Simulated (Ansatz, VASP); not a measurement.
# SiO2: VASP beside Ansatz

```xyz
6
Lattice="4.2359 0.0000 0.0000 0.0000 4.3346 0.0000 0.0000 0.0000 2.6898" Properties=species:S:1:pos:R:3 pbc="T T T"
Si    2.1179    2.1673    1.3449
Si    0.0000    0.0000    0.0000
O     2.7382    3.2058    0.0000
O     0.6203    3.2961    1.3449
O     1.4976    1.1288    0.0000
O     3.6156    1.0385    1.3449
```

Change from the starting cell: mode 4 frozen in at -0.279 Å, normal strain along y +0.0233.

Alike in both runs: task single point; functional PBE; k mesh 6 × 6 × 8; occupations gaussian, width 0.05 eV; no spin polarisation.

```csv
,VASP,Ansatz
version,VASP 6.6.1,Ansatz 0.2.0
potentials or method,"VASP PAW PBE potentials, release 64 (Si, O), cutoff 520 eV","scalar-relativistic, plane waves, PAW"
valence electrons in the cell,32,32
```

|  | VASP | Ansatz | Ansatz less VASP |
| --- | --- | --- | --- |
| gap on the k mesh at the Fermi level (eV) | 4.54 | 4.57 | +0.029 |
| least direct gap on the mesh (eV) | 4.54 | 4.57 | +0.029 |
| pressure (GPa) | -10.4 | -10.7 | -0.31 |
| traceless stress, the component that is largest in VASP (GPa) | -17.45 | -17.30 | +0.153 |
| rms of the force components (eV/Å) | 0.733 | 0.736 | +0.0031 |

Atom by atom the forces differ by 0.010 eV/Å (rms over components).
